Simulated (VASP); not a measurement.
# Ge (P6_3/mmc) in VASP: single point with PBEsol

Aim: the single point of Ge with PBEsol.

All numbers are computed with VASP 6.6.1; they aren't measurements. Logs are shortened: lines on timing, memory, paths and dates and some standing lists are left out, and cuts for length are marked.

### Step 1. The cell of the first run

Symmetry: P6_3/mmc, No. 194, hexagonal system. Conventional cell: a = 3.998 Å, b = 3.998 Å, c = 6.590 Å, α = 90.00°, β = 90.00°, γ = 120.00°. Within 3.2 Å of Ge (site symmetry 3m) lie 4 Ge at 2.45 to 2.47 Å.

This isn't the form of Ge at room conditions, which is diamond.

### Step 2. Single point, PBEsol

The input, INCAR:

```
SYSTEM = Ge
PREC     = Accurate       ! precision mode
ENCUT    = 520            ! plane-wave cutoff, eV
EDIFF    = 1E-6           ! SCF threshold, eV
ISMEAR   = 0              ! smearing method
SIGMA    = 0.01           ! smearing width, eV
LREAL    = .False.        ! projectors in reciprocal space
LASPH    = .True.         ! aspherical terms in the spheres
NELM     = 80             ! most SCF steps
ALGO     = Normal         ! electronic algorithm
ISIF     = 2              ! what is computed and relaxed
LWAVE    = .False.        ! write WAVECAR
LCHARG   = .True.         ! write CHGCAR
GGA      = PS             ! functional
LELF     = .True.         ! ELF
LVHAR    = .True.       
NBANDS   = 36             ! bands
```

The input, KPOINTS:

```
regular mesh
0
Gamma
  10 10 6
  0 0 0
```

The input, POSCAR:

```
Ge
1.0
    3.9980861047      0.0000000000      0.0000000000
   -1.9990430524      3.4624441332      0.0000000000
    0.0000000000      0.0000000000      6.5898031522
Ge
4
Direct
    0.3333333333      0.6666666667      0.0627763685
    0.6666666667      0.3333333333      0.5627763685
    0.6666666667      0.3333333333      0.9372236315
    0.3333333333      0.6666666667      0.4372236315
```

Potentials or basis: VASP PAW PBE potentials, release 64 (Ge_d).

Run with:

```sh
$ cat potpaw_PBE.64/Ge_d/POTCAR > POTCAR
$ mpirun -np 1 vasp_std > vasp.out
```

OUTCAR:

```text
SYSTEM = Ge
   PREC = Accurate
   ENCUT = 520
   EDIFF = 1E-6
   ISMEAR = 0
   LREAL = .False.
   LASPH = .True.
   NELM = 80
   ISIF = 2
   GGA = PS

 ion  position               nearest neighbor table
   1  0.333  0.667  0.063-   3 2.45   3 2.45   3 2.45   4 2.47
   2  0.667  0.333  0.563-   4 2.45   4 2.45   4 2.45   3 2.47
   3  0.667  0.333  0.937-   1 2.45   1 2.45   1 2.45   2 2.47
   4  0.333  0.667  0.437-   2 2.45   2 2.45   2 2.45   1 2.47

  LATTYP: Found a hexagonal cell.
 ALAT       =     3.9980861047
 C/A-ratio  =     1.6482394275

  Lattice vectors:

 A1 = (   3.9980861047,   0.0000000000,   0.0000000000)
 A2 = (  -1.9990430524,   3.4624441332,   0.0000000000)
 A3 = (   0.0000000000,   0.0000000000,   6.5898031522)

Analysis of symmetry for initial positions (statically):
=====================================================================
 Subroutine PRICEL returns:
 Original cell was already a primitive cell.

 Routine SETGRP: Setting up the symmetry group for a
 hexagonal supercell.

 Subroutine GETGRP returns: Found 24 space group operations
 (whereof 12 operations were pure point group operations)
 out of a pool of 24 trial point group operations.

The static configuration has the point symmetry D_3d.
 The point group associated with its full space group is D_6h.

Analysis of symmetry for dynamics (positions and initial velocities):
=====================================================================
 Subroutine PRICEL returns:
 Original cell was already a primitive cell.

 Routine SETGRP: Setting up the symmetry group for a
 hexagonal supercell.

 Subroutine GETGRP returns: Found 24 space group operations
 (whereof 12 operations were pure point group operations)
 out of a pool of 24 trial point group operations.

The dynamic configuration has the point symmetry D_3d.
 The point group associated with its full space group is D_6h.

 Subroutine INISYM returns: Found 24 space group operations
 (whereof 12 operations are pure point group operations),
 and found     1 'primitive' translations

----------------------------------------------------------------------------------------

                                     Primitive cell

  volume of cell :      91.2236

  direct lattice vectors                    reciprocal lattice vectors
     3.998086105  0.000000000  0.000000000     0.250119676  0.144406662  0.000000000
    -1.999043052  3.462444133  0.000000000     0.000000000  0.288813324  0.000000000
     0.000000000  0.000000000  6.589803152     0.000000000  0.000000000  0.151749601

  length of vectors
     3.998086105  3.998086105  6.589803152     0.288813324  0.288813324  0.151749601

  position of ions in fractional coordinates (direct lattice)
     0.333333333  0.666666667  0.062776369
     0.666666667  0.333333333  0.562776369
     0.666666667  0.333333333  0.937223631
     0.333333333  0.666666667  0.437223631

  ion indices of the primitive-cell ions
   primitive index   ion index
                 1           1
                 2           2
                 3           3
                 4           4

----------------------------------------------------------------------------------------

 KPOINTS: regular mesh

Automatic generation of k-mesh.
 Grid dimensions read from file:
 generate k-points for:   10   10    6

 Generating k-lattice:

  Cartesian coordinates                     Fractional coordinates (reciprocal lattice)
     0.025011968  0.014440666  0.000000000     0.100000000  0.000000000  0.000000000
     0.000000000  0.028881332  0.000000000     0.000000000  0.100000000  0.000000000
     0.000000000  0.000000000  0.025291600     0.000000000  0.000000000  0.166666667

  Length of vectors
     0.028881332  0.028881332  0.025291600

  Shift w.r.t. Gamma in fractional coordinates (k-lattice)
     0.000000000  0.000000000  0.000000000

 Subroutine IBZKPT returns following result:
 ===========================================

 Found     56 irreducible k-points:

 Following reciprocal coordinates:
            Coordinates               Weight
  0.000000  0.000000  0.000000      1.000000
  0.100000  0.000000  0.000000      6.000000
  0.200000  0.000000  0.000000      6.000000
  0.300000  0.000000  0.000000      6.000000
  0.400000  0.000000  0.000000      6.000000
  0.500000  0.000000  0.000000      3.000000
[... 16 lines left out ...]
  0.300000  0.100000  0.166667     24.000000
  0.400000  0.100000  0.166667     24.000000
 [... further k-points ...]
   k-points           NKPTS =     56   k-points in BZ     NKDIM =     56   number of bands    NBANDS=     36
   number of dos      NEDOS =    301   number of ions     NIONS =      4
   total plane-waves  NPLWV =  45000
   dimension x,y,z NGX =    30 NGY =   30 NGZ =   50
   dimension x,y,z NGXF=    60 NGYF=   60 NGZF=  100
   ions per type =               4
   NGX,Y,Z   is equivalent  to a cutoff of  12.47, 12.47, 12.61 a.u.
   NGXF,Y,Z  is equivalent  to a cutoff of  24.95, 24.95, 25.23 a.u.
 SYSTEM =  Ge
   PREC   = accura    normal or accurate (medium, high low for compatibility)
   ISTART =      0    job   : 0-new  1-cont  2-samecut
   ICHARG =      2    charge: 1-file 2-atom 10-const
   ISPIN  =      1    spin polarized calculation?
   LNONCOLLINEAR =      F non collinear calculations
   LSORBIT =      F    spin-orbit coupling
   LASPH  =      T    aspherical Exc in radial PAW
   ENCUT  =  520.0 eV  38.22 Ry    6.18 a.u.   7.43  7.43 12.25*2*pi/ulx,y,z
   NELM   =     80;   NELMIN=  2; NELMDL= -5     # of ELM steps
   EDIFF  = 0.1E-05   stopping-criterion for ELM
   LREAL  =      F    real-space projection
   EDIFFG = 0.1E-04   stopping-criterion for IOM
   NSW    =      0    number of steps for IOM
   IBRION =     -1    ionic relax: 0-MD 1-quasi-New 2-CG
   NFREE  =      0    steps in history (QN), initial steepest desc. (CG)
   ISIF   =      2    stress and relaxation
   ISYM   =      2    0-nonsym 1-usesym 2-fastsym
   POTIM  = 0.5000    time-step for ionic-motion
   TEBEG  =    0.0;   TEEND  =   0.0 temperature during run
   PSTRESS=    0.0 pullay stress
   NELECT =      56.0000    total number of electrons
   NUPDOWN=      -1.0000    fix difference up-down
   EMIN   =  10.00;   EMAX   =-10.00  energy-range for DOS
   EFERMI =   0.00;   METHOD = LEGACY
   ISMEAR =     0;   SIGMA  =   0.01  broadening in eV -4-tet -1-fermi 0-gaus
   EFERMI_NEDOS =   21; number of points for ismear=-14 and -15
   IALGO  =     38    algorithm
   IMIX   =      4    mixing-type and parameters
     AMIX     =   0.40;   BMIX     =  1.00
     AMIX_MAG =   1.60;   BMIX_MAG =  1.00
  volume/ion in A,a.u.               =      22.81       153.90
  Fermi-wavevector in a.u.,A,eV,Ry     =   1.391346  2.629262 26.338741  1.935843
  Thomas-Fermi vector in A             =   2.515194
   LORBIT       =      0    0 simple, 1 ext, 2 COOP (PROOUT), +10 PAW based schemes
   GGA     = PS    functional components
   LHFCALC =     F    Hartree Fock is set to
   AEXX    =    0.0000 exact exchange contribution
   IVDW    =     0    specifies the selected vdW correction
   LEPSILON=     F    determine dielectric tensor
   LRPA    =     F    only Hartree local field effects (RPA)
 non-spin polarized calculation
 Gauss-broadening in eV      SIGMA  =   0.01
  energy-cutoff  :      520.00
  volume of cell :       91.22
 maximum number of plane-waves:      2491
 NGX is ok and might be reduce to    30
   NGX = 15   NGY = 15   NGZ = 25

 number of electron      56.0000051 magnetization

 Free energy of the ion-electron system (eV)
  ---------------------------------------------------
  ext. energy  EPLUGINS =         0.00000000
  ---------------------------------------------------
  free energy    TOTEN  =       -19.68256190 eV

  energy without entropy =      -19.68252657  energy(sigma->0) =      -19.68254423

 E-fermi :   4.7866     XC(G=0): -10.0884

 val. band max:        4.7798980739   @ k =   0.0000   0.0000   0.1667
 cond. band min:       4.8168683439   @ k =   0.0000   0.0000   0.0000
 fundamental gap:      0.0369702701
 Fermi energy:         4.7866440849

 k-point     1 :       0.0000    0.0000    0.0000
  band No.  band energies     occupation
      1     -20.0020      2.00000
      2     -20.0020      2.00000
      3     -19.9646      2.00000
      4     -19.9635      2.00000
      5     -19.9635      2.00000
      6     -19.9505      2.00000
[... 28 lines left out ...]
     35       9.3801      0.00000
     36      10.7840      0.00000

 k-point     2 :       0.1000    0.0000    0.0000
  band No.  band energies     occupation
      1     -20.0085      2.00000
      2     -20.0041      2.00000
      3     -19.9708      2.00000
      4     -19.9671      2.00000
      5     -19.9636      2.00000
      6     -19.9428      2.00000
[... 28 lines left out ...]
     35       9.8195      0.00000
     36      11.1908      0.00000

 k-point     3 :       0.2000    0.0000    0.0000
  band No.  band energies     occupation
      1     -20.0177      2.00000
      2     -20.0079      2.00000
      3     -19.9816      2.00000
      4     -19.9742      2.00000
      5     -19.9617      2.00000
      6     -19.9327      2.00000
[... 28 lines left out ...]
     35      10.3879      0.00000
     36      10.9144      0.00000

 k-point     4 :       0.3000    0.0000    0.0000
  band No.  band energies     occupation
      1     -20.0218      2.00000
      2     -20.0106      2.00000
      3     -19.9924      2.00000
      4     -19.9804      2.00000
      5     -19.9553      2.00000
      6     -19.9256      2.00000
[... 28 lines left out ...]
     35      11.7430      0.00000
     36      11.7600      0.00000

 k-point     5 :       0.4000    0.0000    0.0000
  band No.  band energies     occupation
      1     -20.0201      2.00000
      2     -20.0115      2.00000
      3     -20.0024      2.00000
      4     -19.9841      2.00000
      5     -19.9452      2.00000
      6     -19.9220      2.00000
[... 655 lines left out ...]
 k-point    22 :       0.2000    0.1000    0.1667
  band No.  band energies     occupation
      1     -20.0171      2.00000
      2     -20.0112      2.00000
      3     -19.9853      2.00000
      4     -19.9846      2.00000
      5     -19.9576      2.00000
      6     -19.9285      2.00000
[... 28 lines left out ...]
     35      11.0006      0.00000
     36      11.5948      0.00000

 k-point    23 :       0.3000    0.1000    0.1667
  band No.  band energies     occupation
      1     -20.0182      2.00000
      2     -20.0132      2.00000
      3     -19.9950      2.00000
      4     -19.9907      2.00000
      5     -19.9460      2.00000
      6     -19.9182      2.00000
[... 28 lines left out ...]
     35      11.5657      0.00000
     36      11.9443      0.00000

 k-point    24 :       0.4000    0.1000    0.1667
  band No.  band energies     occupation
      1     -20.0159      2.00000
      2     -20.0130      2.00000
      3     -20.0036      2.00000
      4     -19.9937      2.00000
      5     -19.9339      2.00000
      6     -19.9106      2.00000
[... 28 lines left out ...]
     35      12.9132      0.00000
     36      13.1950      0.00000

 [... further k-points ...]
[... 5 lines left out ...]
  --------------------------------------------------------------------------------------
  -------------------------------------------------------------------------------------
  Total       -0.0685858     -0.0685858     -0.0584990      0.0000000      0.0000000      0.0000000
  in kB       -1.2045856     -1.2045856     -1.0274291      0.0000000      0.0000000      0.0000000
  external PRESSURE =      -1.1455334 kB  Pullay stress =       0.0000000 kB

 VOLUME and BASIS-vectors are now :
 -----------------------------------------------------------------------------
  energy-cutoff  :      520.00
  volume of cell :       91.22
      direct lattice vectors                 reciprocal lattice vectors
     3.998086105  0.000000000  0.000000000     0.250119676  0.144406662  0.000000000
    -1.999043052  3.462444133  0.000000000     0.000000000  0.288813324  0.000000000
     0.000000000  0.000000000  6.589803152     0.000000000  0.000000000  0.151749601

 POSITION                                       TOTAL-FORCE (eV/Angst)
 -----------------------------------------------------------------------------------
     -0.00000      2.30830      0.41368        -0.000000      0.000000     -0.000301
      1.99904      1.15415      3.70859         0.000000     -0.000000     -0.000301
      1.99904      1.15415      6.17612         0.000000      0.000000      0.000301
     -0.00000      2.30830      2.88122        -0.000000     -0.000000      0.000301
 -----------------------------------------------------------------------------------
    total drift:                               -0.000000      0.000000     -0.000000

  FREE ENERGIE OF THE ION-ELECTRON SYSTEM (eV)
  ---------------------------------------------------
  free  energy   TOTEN  =       -19.6825618974 eV

  energy  without entropy=      -19.6825265680  energy(sigma->0) =      -19.68254423
```

Run time: 2.2 min. Hardware: 1 thread of Intel Xeon Platinum 8488C (Sapphire Rapids), shared host; peak memory 0.27 GiB.

Results:

- Free energy: -19.6826 eV
- Pressure: -0.1 GPa
- Band gap on the k mesh: zero (bands 28 and 29 overlap by 0.04 eV)

Caveat: semilocal functionals underestimate gaps, so a narrow gap can read as zero; the PAW data sets were made with another functional, which shifts forces and pressure a little.
